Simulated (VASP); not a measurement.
# BN (Fmm2) in VASP: G0W0 quasiparticle levels with PBE

Aim: the G0W0 quasiparticle levels of BN with PBE.

Everything below comes from runs of VASP 6.6.1. Logs are shortened: lines on timing, memory, paths and dates and some standing lists are left out, and cuts for length are marked.

### 1 The cell of the first run

The structure is orthorhombic, space group Fmm2 (No. 42). Conventional cell: a = 2.502 Å, b = 6.586 Å, c = 4.312 Å, α = 90.00°, β = 90.00°, γ = 90.00°. B (site symmetry mm2) has 3 N at 1.44 Å within 1.9 Å. N (site symmetry mm2) has 3 B at 1.44 Å within 1.9 Å.

### 2 G0W0 quasiparticle levels, PBE

The input, POSCAR:

```
BN
1.0
    0.0000000000      3.2928569245      2.1559210507
    1.2509583898      0.0000000000      2.1559210507
    1.2509583898      3.2928569245      0.0000000000
B N
1 1
Direct
    0.0002351822      0.0002351822      0.9997648178
    0.6664648078      0.6664648078      0.3335351922
```

The input, INCAR.step1:

```
SYSTEM = BN
  ALGO = Normal
  EDIFF = 1E-8
  ENCUT = 500
  GGA = PE
  ISMEAR = 0
  LASPH = .True.
  LCHARG = .False.
  LREAL = .False.
  LWAVE = .True.
  NELM = 80
  PREC = Accurate
  SIGMA = 0.01
```

The input, INCAR.step2:

```
SYSTEM = BN
  ALGO = Exact
  EDIFF = 1E-8
  ENCUT = 500
  GGA = PE
  ISMEAR = 0
  ISTART = 1
  LASPH = .True.
  LCHARG = .False.
  LOPTICS = .True.
  LREAL = .False.
  LWAVE = .True.
  NBANDS = 78
  NELM = 1
  PREC = Accurate
  SIGMA = 0.01
```

The input, INCAR.step3:

```
SYSTEM = BN
  ALGO = EVGW0
  EDIFF = 1E-8
  ENCUT = 500
  ENCUTGW = 150.0
  GGA = PE
  ISMEAR = 0
  ISTART = 1
  LASPH = .True.
  LCHARG = .False.
  LREAL = .False.
  LWAVE = .False.
  NBANDS = 78
  NBANDSGW = 12
  NELMGW = 1
  NOMEGA = 48
  PREC = Accurate
  PRECFOCK = Fast
  SIGMA = 0.01
```

The input, KPOINTS:

```
k-points
0
Gamma
  6 6 6
  0 0 0
```

Potentials or basis: VASP PAW PBE potentials, release 64 (B_GW, N_GW).

Started as:

```console
cat potpaw_PBE.64/B_GW/POTCAR potpaw_PBE.64/N_GW/POTCAR > POTCAR
cp INCAR.step1 INCAR
mpirun -np 1 vasp_std > vasp.out
cp INCAR.step2 INCAR
mpirun -np 1 vasp_std > vasp.out
cp INCAR.step3 INCAR
mpirun -np 1 vasp_std > vasp.out
```

OUTCAR:

```text
SYSTEM = BN
   EDIFF = 1E-8
   ENCUT = 500
   ENCUTGW = 150.0
   GGA = PE
   ISMEAR = 0
   ISTART = 1
   LASPH = .True.
   LREAL = .False.
   NELMGW = 1
   PREC = Accurate
   PRECFOCK = Fast

 ion  position               nearest neighbor table
   1  0.000  0.000  1.000-   2 1.44   2 1.44   2 1.44
   2  0.666  0.666  0.334-   1 1.44   1 1.44   1 1.44

  LATTYP: Found a face centered orthorhombic cell.
 ALAT       =     2.5019167796
 B/A-ratio  =     1.7234154775
 C/A-ratio  =     2.6322673491

  Lattice vectors:

 A1 = (   0.0000000000,   3.2928569245,   2.1559210507)
 A2 = (  -1.2509583898,   3.2928569245,   0.0000000000)
 A3 = (  -1.2509583898,   0.0000000000,   2.1559210507)

Analysis of symmetry for initial positions (statically):
=====================================================================
 Subroutine PRICEL returns:
 Original cell was already a primitive cell.

 Routine SETGRP: Setting up the symmetry group for a
 face centered orthorhombic supercell.

 Subroutine GETGRP returns: Found  4 space group operations
 (whereof  4 operations were pure point group operations)
 out of a pool of  8 trial point group operations.

The static configuration has the point symmetry C_2v.

Analysis of symmetry for dynamics (positions and initial velocities):
=====================================================================
 Subroutine PRICEL returns:
 Original cell was already a primitive cell.

 Routine SETGRP: Setting up the symmetry group for a
 face centered orthorhombic supercell.

 Subroutine GETGRP returns: Found  4 space group operations
 (whereof  4 operations were pure point group operations)
 out of a pool of  8 trial point group operations.

The dynamic configuration has the point symmetry C_2v.

 Subroutine INISYM returns: Found  4 space group operations
 (whereof  4 operations are pure point group operations),
 and found     1 'primitive' translations

[... 93 lines left out ...]
   NELM   =     60;   NELMIN=  2; NELMDL=  0     # of ELM steps
   EDIFF  = 0.1E-07   stopping-criterion for ELM
   LREAL  =      F    real-space projection
   EDIFFG = 0.1E-06   stopping-criterion for IOM
   NSW    =      0    number of steps for IOM
   IBRION =     -1    ionic relax: 0-MD 1-quasi-New 2-CG
   NFREE  =      0    steps in history (QN), initial steepest desc. (CG)
   ISIF   =      0    stress and relaxation
   ISYM   =      3    0-nonsym 1-usesym 2-fastsym
   POTIM  = 0.5000    time-step for ionic-motion
   TEBEG  =    0.0;   TEEND  =   0.0 temperature during run
   PSTRESS=    0.0 pullay stress
   NELECT =       8.0000    total number of electrons
   NUPDOWN=      -1.0000    fix difference up-down
   EMIN   =  10.00;   EMAX   =-10.00  energy-range for DOS
   EFERMI =   0.00;   METHOD = LEGACY
   ISMEAR =     0;   SIGMA  =   0.01  broadening in eV -4-tet -1-fermi 0-gaus
   EFERMI_NEDOS =   21; number of points for ismear=-14 and -15
   IALGO  =     38    algorithm
   IMIX   =      4    mixing-type and parameters
     AMIX     =   0.40;   BMIX     =  1.00
     AMIX_MAG =   1.60;   BMIX_MAG =  1.00
  volume/ion in A,a.u.               =       8.88        59.93
  Fermi-wavevector in a.u.,A,eV,Ry     =   1.254908  2.371433 21.426382  1.574795
  Thomas-Fermi vector in A             =   2.388690
   LORBIT       =      0    0 simple, 1 ext, 2 COOP (PROOUT), +10 PAW based schemes
   GGA     = PE    functional components
   LHFCALC =     T    Hartree Fock is set to
   PRECFOCK=fast      Normal, Fast or Accurate (Low or Medium for compatibility)
   ENCUT4O =  -1.0   cutoff for four orbital integrals eV
   NKREDX  =     1    reduce k-point grid by
   NKREDY  =     1    reduce k-point grid by
   NKREDZ  =     1    reduce k-point grid by
   AEXX    =    1.0000 exact exchange contribution
   HFSCREEN=    0.0000 screening length (either q_TF or 0.3 A-1)
   HFSCREENC=   0.0000 screening length for correlation (either q_TF or 0.3 A-1)
   ENCUTFOCK=  -1.0 apply spherical cutoff to Coloumb kernel
   IVDW    =     0    specifies the selected vdW correction
   LEPSILON=     F    determine dielectric tensor
   LRPA    =     F    only Hartree local field effects (RPA)
   LRPAFORCE           =     F    calculate RPA forces
   ENCUTGW             = 150.0    cutoff for response function in eV
   ENCUTGWSOFT         = 120.0    soft cutoff for Coulomb kernel in GW response function in eV
   ENCUTLF             =  -1.0    cutoff for local field effects
   NELMGW              =     1    number of iterations in solving QP/BSE equation
   NELMHF              =     1    number of iterations in the inner HF iteration
   NKREDLFX            =     1    NKREDLFY  =   1   NKREDLFZ  =   1
 non-spin polarized calculation
 Gauss-broadening in eV      SIGMA  =   0.01
  energy-cutoff  :      500.00
  volume of cell :       17.76
 maximum number of plane-waves:       466
 NGX is ok and might be reduce to    30
  NGX = 18; NGY = 12; NGZ = 16
   NGX = 15   NGY =  9   NGZ = 13
 maximum number of plane-waves:        85
 NGX is ok and might be reduce to    18

 QP shifts <psi_nk| G(iteration)W_0 |psi_nk>: iteration 1
 for sc-GW calculations column KS-energies equals QP-energies in previous step
 and V_xc(KS)=  KS-energies - (<T + V_ion + V_H > + <T+V_H+V_ion>^1  + <V_x>^1)

 k-point   1 :       0.0000    0.0000    0.0000
  band No.  KS-energies  QP-energies   sigma(KS)   V_xc(KS)     V^pw_x(r,r')   Z            occupation Imag(sigma)

      1     -15.4528     -17.3519     -18.5743     -15.9556     -26.6533       0.7252       2.0000       1.3420
      2      -1.6855      -2.8806     -16.0565     -14.4530     -19.5340       0.7453       2.0000       0.2222
      3       1.1028       0.0039     -19.6061     -18.2249     -22.6791       0.7956       2.0000       0.1179
      4       1.1389       0.0406     -19.5971     -18.2138     -22.6754       0.7939       2.0000       0.1177
      5       7.7146       7.9906      -8.3697      -8.6996      -4.4669       0.8364       0.0000      -0.1003
      6      14.1216      15.8008     -12.2100     -14.2871      -7.2346       0.8085       0.0000      -0.1305
      7      14.1818      15.8767     -12.2837     -14.3845      -7.2949       0.8068       0.0000      -0.1304
      8      15.7299      17.1316     -13.1568     -15.0174      -6.1068       0.7533       0.0000      -0.7343
      9      17.3720      18.5469     -12.4021     -13.9201      -6.5312       0.7740       0.0000      -0.2636
     10      28.3374      29.1153      -9.1200     -10.0972      -2.6108       0.7959       0.0000      -0.9959
     11      30.7100      31.4442      -8.3526      -9.2551      -2.0697       0.8134       0.0000      -0.9829
     12      30.7338      31.7141      -9.0112     -10.1989      -3.2870       0.8253       0.0000      -0.9489
[... 356 lines left out ...]
      1     -13.3833     -15.2576     -19.1416     -16.6411     -26.6773       0.7496       2.0000       1.1524
      2      -4.4952      -5.9997     -18.1961     -16.1880     -22.5965       0.7492       2.0000       0.2669
      3      -1.1933      -2.4489     -19.0011     -17.3887     -22.5625       0.7787       2.0000       0.1478
      4       0.2571      -0.8461     -16.0968     -14.6637     -18.8530       0.7698       2.0000       0.1500
      5       9.9043      10.8781     -11.3921     -12.6310      -6.7004       0.7860       0.0000      -0.1598
      6      11.8862      12.7823     -10.5103     -11.6280      -5.6041       0.8017       0.0000      -0.1641
      7      14.3533      15.2716     -10.2368     -11.3710      -5.2565       0.8097       0.0000      -0.2046
      8      19.3555      20.2987     -10.2886     -11.4786      -4.5872       0.7925       0.0000      -0.4385
      9      21.2800      23.1999     -13.2297     -15.6820      -6.6130       0.7830       0.0000      -0.5094
     10      23.8491      24.7791      -9.8289     -10.9690      -3.5870       0.8158       0.0000      -0.7246
     11      25.5916      26.4094      -8.5452      -9.5223      -3.2168       0.8371       0.0000      -0.6345
     12      27.2158      28.2680      -9.5890     -10.8748      -3.2421       0.8183       0.0000      -0.8548

 [... further k-points ...]
```

OUTCAR.step1:

```text
SYSTEM = BN
   EDIFF = 1E-8
   ENCUT = 500
   GGA = PE
   ISMEAR = 0
   LASPH = .True.
   LREAL = .False.
[... 487 lines left out ...]
      1.25096      3.29286      0.00101         0.000000      0.000000      0.002550
      1.25096      3.29286      2.87369         0.000000      0.000000     -0.002550
 -----------------------------------------------------------------------------------
    total drift:                               -0.000001      0.000029     -0.000092

  FREE ENERGIE OF THE ION-ELECTRON SYSTEM (eV)
  ---------------------------------------------------
  free  energy   TOTEN  =       -17.5856968646 eV

  energy  without entropy=      -17.5856968646  energy(sigma->0) =      -17.58569686
```

OUTCAR.step2:

```text
SYSTEM = BN
   EDIFF = 1E-8
   ENCUT = 500
   GGA = PE
[... 1016 lines left out ...]
  --------------------------------------------------------------------------------------------------------------
     0.00000     4.89496     2.98032     4.90425     0.00000     0.00000     0.00000
     1.98278     5.24477     3.05393     5.26530     0.00000     0.00000     0.00000
     3.96557     7.69821     3.40772     7.95279     0.00000     0.00000     0.00000
     5.94835     4.73938     3.51593     4.95533     0.00000     0.00000     0.00000
     7.93114    -0.06353     3.85037    -0.07606     0.00000     0.00000     0.00000
     9.91392     2.41118     6.69334     2.46561     0.00000     0.00000     0.00000
[... 92 lines left out ...]
   194.31286     0.98323     0.98323     0.98323     0.00000     0.00000     0.00000
   196.29565     0.98358     0.98359     0.98359     0.00000     0.00000     0.00000
```

Run time: 18 min. Hardware: 1 thread of Intel Xeon 8259CL, shared host; peak memory 0.41 GiB.

What came out:

```yaml
Quasiparticle_gap: 5.11 eV
Least_direct_quasiparticle_gap: 6.24 eV
Band_gap_of_the_starting_levels_on_the_mesh: 3.65 eV
Least_direct_gap_of_the_starting_levels_on_the_mesh: 4.57 eV
```

Caveat: the k points lie up to 0.51 Å⁻¹ apart; bands, screening cutoff and mesh are small and nothing is extrapolated, so the quasiparticle values aren't converged.
